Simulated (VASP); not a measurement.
# GaN in VASP: a series of runs

GaN is run at these levels: PBE; tasks: single point.

Program: VASP 6.6.1. These are calculated values, not measurements. Logs are shortened: lines on timing, memory, paths and dates and some standing lists are left out, and cuts for length are marked.

**1. The cell of the first run**

The structure is tetragonal, space group I-4m2 (No. 119). The conventional cell has a = 3.346 Å, b = 3.346 Å, c = 4.620 Å, α = 90.00°, β = 90.00°, γ = 90.00°. Ga (site symmetry -4m2) has 4 N at 2.03 Å within 2.7 Å. N (site symmetry -4m2) has 4 Ga at 2.03 Å within 2.7 Å.

**2. Single point, PBE (strain +0.050 along x and y, +0.025 along z)**

INCAR reads:

```
SYSTEM = GaN
ALGO     = Normal         ! electronic algorithm
EDIFF    = 1E-6           ! SCF threshold, eV
ENCUT    = 520            ! plane-wave cutoff, eV
GGA      = PE             ! functional
ISIF     = 2              ! what is computed and relaxed
ISMEAR   = 0              ! smearing method
LASPH    = .TRUE.         ! aspherical terms in the spheres
LCHARG   = .FALSE.        ! write CHGCAR
LREAL    = .FALSE.        ! projectors in reciprocal space
LWAVE    = .FALSE.        ! write WAVECAR
NBANDS   = 16             ! bands
NELM     = 100            ! most SCF steps
PREC     = Accurate       ! precision mode
SIGMA    = 0.05           ! smearing width, eV
```

KPOINTS reads:

```
k-points
0
G
  10 10 10
  0 0 0
```

POSCAR reads:

```
GaN
1.0
    0.0000000000      2.3661756379      2.3098381227
    2.3661756379      0.0000000000      2.3098381227
    2.3661756379      2.3661756379      0.0000000000
Ga N
1 1
Direct
    0.0000000000      0.0000000000      0.0000000000
    0.7500000000      0.7500000000      0.7500000000
```

Potentials or basis: VASP PAW PBE potentials, release 64 (Ga_d, N).

The run is started by

```bash
$ cat potpaw_PBE.64/Ga_d/POTCAR potpaw_PBE.64/N/POTCAR > POTCAR
$ mpirun -np 1 vasp_std > vasp.out
```

OUTCAR:

```text
SYSTEM = GaN
   EDIFF = 1E-6
   ENCUT = 520
   GGA = PE
   ISIF = 2
   ISMEAR = 0
   LASPH = .TRUE.
   LREAL = .FALSE.
   NELM = 100
   PREC = Accurate

 ion  position               nearest neighbor table
   1  0.000  0.000  0.000-   2 2.03   2 2.03   2 2.03   2 2.03
   2  0.750  0.750  0.750-   1 2.03   1 2.03   1 2.03   1 2.03

  LATTYP: Found a body centered tetragonal cell.
 ALAT       =     3.3462776781
 C/A-ratio  =     1.3805418109

  Lattice vectors:

 A1 = (   0.0000000000,  -2.3661756379,  -2.3098381227)
 A2 = (   0.0000000000,   2.3661756379,  -2.3098381227)
 A3 = (   2.3661756379,   0.0000000000,   2.3098381227)

Analysis of symmetry for initial positions (statically):
=====================================================================
 Subroutine PRICEL returns:
 Original cell was already a primitive cell.

 Routine SETGRP: Setting up the symmetry group for a
 body centered tetragonal supercell.

 Subroutine GETGRP returns: Found  8 space group operations
 (whereof  8 operations were pure point group operations)
 out of a pool of 16 trial point group operations.

The static configuration has the point symmetry D_2d.

Analysis of symmetry for dynamics (positions and initial velocities):
=====================================================================
 Subroutine PRICEL returns:
 Original cell was already a primitive cell.

 Routine SETGRP: Setting up the symmetry group for a
 body centered tetragonal supercell.

 Subroutine GETGRP returns: Found  8 space group operations
 (whereof  8 operations were pure point group operations)
 out of a pool of 16 trial point group operations.

The dynamic configuration has the point symmetry D_2d.

 Subroutine INISYM returns: Found  8 space group operations
 (whereof  8 operations are pure point group operations),
 and found     1 'primitive' translations

----------------------------------------------------------------------------------------

                                     Primitive cell

  volume of cell :      25.8646

  direct lattice vectors                    reciprocal lattice vectors
     0.000000000  2.366175638  2.309838123    -0.211311448  0.211311448  0.216465386
     2.366175638  0.000000000  2.309838123     0.211311448 -0.211311448  0.216465386
     2.366175638  2.366175638  0.000000000     0.211311448  0.211311448 -0.216465386

  length of vectors
     3.306681010  3.306681010  3.346277678     0.369001788  0.369001788  0.369001788
[... 75 lines left out ...]
   ISPIN  =      1    spin polarized calculation?
   LNONCOLLINEAR =      F non collinear calculations
   LSORBIT =      F    spin-orbit coupling
   LASPH  =      T    aspherical Exc in radial PAW
   ENCUT  =  520.0 eV  38.22 Ry    6.18 a.u.   6.15  6.15  6.22*2*pi/ulx,y,z
   NELM   =    100;   NELMIN=  2; NELMDL= -5     # of ELM steps
   EDIFF  = 0.1E-05   stopping-criterion for ELM
   LREAL  =      F    real-space projection
   EDIFFG = 0.1E-04   stopping-criterion for IOM
   NSW    =      0    number of steps for IOM
   IBRION =     -1    ionic relax: 0-MD 1-quasi-New 2-CG
   NFREE  =      0    steps in history (QN), initial steepest desc. (CG)
   ISIF   =      2    stress and relaxation
   ISYM   =      2    0-nonsym 1-usesym 2-fastsym
   POTIM  = 0.5000    time-step for ionic-motion
   TEBEG  =    0.0;   TEEND  =   0.0 temperature during run
   PSTRESS=    0.0 pullay stress
   NELECT =      18.0000    total number of electrons
   NUPDOWN=      -1.0000    fix difference up-down
   EMIN   =  10.00;   EMAX   =-10.00  energy-range for DOS
   EFERMI =   0.00;   METHOD = LEGACY
   ISMEAR =     0;   SIGMA  =   0.05  broadening in eV -4-tet -1-fermi 0-gaus
   EFERMI_NEDOS =   21; number of points for ismear=-14 and -15
   IALGO  =     38    algorithm
   IMIX   =      4    mixing-type and parameters
     AMIX     =   0.40;   BMIX     =  1.00
     AMIX_MAG =   1.60;   BMIX_MAG =  1.00
  volume/ion in A,a.u.               =      12.93        87.27
  Fermi-wavevector in a.u.,A,eV,Ry     =   1.450765  2.741549 28.636454  2.104720
  Thomas-Fermi vector in A             =   2.568340
   LORBIT       =      0    0 simple, 1 ext, 2 COOP (PROOUT), +10 PAW based schemes
   GGA     = PE    functional components
   LHFCALC =     F    Hartree Fock is set to
   AEXX    =    0.0000 exact exchange contribution
   IVDW    =     0    specifies the selected vdW correction
   LEPSILON=     F    determine dielectric tensor
   LRPA    =     F    only Hartree local field effects (RPA)
 non-spin polarized calculation
 Gauss-broadening in eV      SIGMA  =   0.05
  energy-cutoff  :      520.00
  volume of cell :       25.86
 maximum number of plane-waves:       714
 NGX is ok and might be reduce to    28
   NGX = 13   NGY = 13   NGZ = 13

 number of electron      18.0000006 magnetization

 Free energy of the ion-electron system (eV)
  ---------------------------------------------------
  ext. energy  EPLUGINS =         0.00000000
  ---------------------------------------------------
  free energy    TOTEN  =       -12.04809298 eV

  energy without entropy =      -12.04809298  energy(sigma->0) =      -12.04809298

 E-fermi :   4.3615     XC(G=0): -11.0288

 val. band max:        4.1047656988   @ k =   0.0000   0.0000   0.0000
 cond. band min:       4.9765511868   @ k =   0.0000   0.0000   0.0000
 fundamental gap:      0.8717854880
 Fermi energy:         4.3614783751

 k-point     1 :       0.0000    0.0000    0.0000
  band No.  band energies     occupation
      1     -10.9287      2.00000
      2      -9.3702      2.00000
      3      -9.3702      2.00000
      4      -9.3494      2.00000
      5      -9.1505      2.00000
      6      -9.1477      2.00000
[... 433 lines left out ...]
      3      -9.2141      2.00000
      4      -9.2130      2.00000
      5      -9.1007      2.00000
      6      -8.0059      2.00000
[... 8 lines left out ...]
     15      24.3130      0.00000
     16      24.9670      0.00000

 [... further k-points ...]
[... 5 lines left out ...]
  --------------------------------------------------------------------------------------
  -------------------------------------------------------------------------------------
  Total       -2.2588085     -2.2588085     -1.7962286      0.0000000      0.0000000      0.0000000
  in kB     -139.9215141   -139.9215141   -111.2670828      0.0000000      0.0000000      0.0000000
  external PRESSURE =    -130.3700370 kB  Pullay stress =       0.0000000 kB

 VOLUME and BASIS-vectors are now :
 -----------------------------------------------------------------------------
  energy-cutoff  :      520.00
  volume of cell :       25.86
      direct lattice vectors                 reciprocal lattice vectors
     0.000000000  2.366175638  2.309838123    -0.211311448  0.211311448  0.216465386
     2.366175638  0.000000000  2.309838123     0.211311448 -0.211311448  0.216465386
     2.366175638  2.366175638  0.000000000     0.211311448  0.211311448 -0.216465386

 POSITION                                       TOTAL-FORCE (eV/Angst)
 -----------------------------------------------------------------------------------
      0.00000      0.00000      0.00000        -0.000000      0.000000     -0.000000
      3.54926      3.54926      3.46476         0.000000     -0.000000      0.000000
 -----------------------------------------------------------------------------------
    total drift:                               -0.000002     -0.000002     -0.000002

  FREE ENERGIE OF THE ION-ELECTRON SYSTEM (eV)
  ---------------------------------------------------
  free  energy   TOTEN  =       -12.0480929781 eV

  energy  without entropy=      -12.0480929781  energy(sigma->0) =      -12.04809298
```

Wall time 42 s (1 thread of Intel Xeon 6975P-C, shared host); peak memory 0.18 GiB.

Results:

```yaml
Free_energy: -12.0481 eV
Pressure: -13.0 GPa
Band_gap_on_the_k_mesh: 0.87 eV, direct
```

Caveat: the cell differs from its parent crystal (strain +0.050 along x and y, +0.025 along z).

**3. Single point, PBE (strain -0.050 along x and y, -0.050 along z)**

INCAR reads:

```
SYSTEM = GaN
  PREC = Accurate
  ENCUT = 520
  EDIFF = 1E-6
  ISMEAR = 0
  SIGMA = 0.05
  LREAL = .FALSE.
  LASPH = .TRUE.
  NELM = 60
  ALGO = Normal
  ISIF = 2
  LWAVE = .FALSE.
  LCHARG = .TRUE.
  GGA = PE
  LELF = .TRUE.
  LVHAR = .TRUE.
  NBANDS = 16
```

KPOINTS reads:

```
Automatic mesh
0
G
  10 10 10
  0 0 0
```

POSCAR reads:

```
GaN
1.0
    0.0000000000      2.1408255771      2.1408255771
    2.1408255771      0.0000000000      2.1408255771
    2.1408255771      2.1408255771      0.0000000000
Ga N
1 1
Direct
    0.0000000000      0.0000000000      0.0000000000
    0.7500000000      0.7500000000      0.7500000000
```

Potentials or basis: VASP PAW PBE potentials, release 64 (Ga_d, N).

The run is started by

```bash
$ cat potpaw_PBE.64/Ga_d/POTCAR potpaw_PBE.64/N/POTCAR > POTCAR
$ mpirun -np 1 vasp_std > vasp.out
```

It took 19 s on 1 thread of Intel Xeon 8259CL, shared host; peak memory 0.15 GiB.

Results (log left out):

* Free energy: -11.6724 eV
* Pressure: 46.1 GPa
* Band gap on the k mesh: 2.71 eV, direct

Levels at points of the mesh, in eV from the valence-band top:
| k point | band 5 | band 6 | band 7 | band 8 | band 9 | band 10 | band 11 | band 12 | band 13 | band 14 |
| --- | --- | --- | --- | --- | --- | --- | --- | --- | --- | --- |
| (0.00, 0.00, 0.00) | -13.17 | -13.17 | 0.00 | 0.00 | 0.00 | 2.71 | 11.28 | 11.28 | 11.28 | 19.64 |
| (0.50, 0.00, 0.00) | -13.10 | -11.90 | -8.14 | -1.18 | -1.18 | 5.71 | 9.48 | 11.16 | 11.16 | 17.01 |
| (0.50, 0.50, 0.00) | -13.06 | -11.52 | -6.80 | -3.30 | -3.30 | 3.38 | 7.53 | 12.91 | 15.65 | 15.65 |

Caveat: the cell differs from its parent crystal (strain -0.050 along x and y, -0.050 along z).

**4. Single point, PBE (strain -0.025 along x and y, -0.025 along z)**

INCAR reads:

```
PREC = Accurate ; ENCUT = 520
EDIFF = 1E-7 ; ISMEAR = 0
SIGMA = 0.05 ; LREAL = F
LASPH = T ; NELM = 80
ALGO = Normal ; ISIF = 2
LWAVE = F ; LCHARG = F
GGA = PE ; NBANDS = 16
```

KPOINTS reads:

```
regular mesh
0
Gamma
  10 10 10
```

POSCAR reads:

```
GaN
1.0
    0.0000000000      2.1971630923      2.1971630923
    2.1971630923      0.0000000000      2.1971630923
    2.1971630923      2.1971630923      0.0000000000
Ga N
1 1
Direct
    0.0000000000      0.0000000000      0.0000000000
    0.7500000000      0.7500000000      0.7500000000
```

The run is started by

```bash
$ cat potpaw_PBE.64/Ga_d/POTCAR potpaw_PBE.64/N/POTCAR > POTCAR
$ mpirun -np 1 vasp_std > vasp.out
```

Wall time 17 s (1 thread of Intel Xeon 8259CL, shared host); peak memory 0.14 GiB.

Results (log left out):

```yaml
Free_energy: -12.0052 eV
Pressure: 22.2 GPa
Band_gap_on_the_k_mesh: 2.22 eV, direct
```

Levels at points of the mesh, in eV from the valence-band top:
```tsv
k point	band 5	band 6	band 7	band 8	band 9	band 10	band 11	band 12	band 13	band 14
(0.00, 0.00, 0.00)	-13.13	-13.13	0.00	0.00	0.00	2.22	10.78	10.78	10.78	18.63
(0.50, 0.00, 0.00)	-13.07	-11.87	-7.56	-1.07	-1.07	5.17	9.10	10.76	10.76	16.29
(0.50, 0.50, 0.00)	-13.03	-11.47	-6.45	-2.98	-2.98	3.37	7.11	12.27	14.78	14.78
```

Caveat: the cell differs from its parent crystal (strain -0.025 along x and y, -0.025 along z).

**5. Summary**

```csv
cell,gap on the mesh (eV),pressure (GPa)
"a = 3.307, b = 3.307, c = 3.346 Å, angles 59.6, 59.6, 60.8°, 2 atoms",0.87,-13.0
"a = 3.028 Å, angles 60.0°, 2 atoms",2.71,46.1
"a = 3.107 Å, angles 60.0°, 2 atoms",2.22,22.2
```

Alike in all rows: task single point; level PBE; potentials or basis VASP PAW PBE potentials, release 64 (Ga_d, N); no spin polarisation; k mesh 10 × 10 × 10; cutoff (eV) 520; smearing gaussian 0.05 eV.

Total energies depend on the potentials used, so only differences within one code and one set of settings carry meaning.
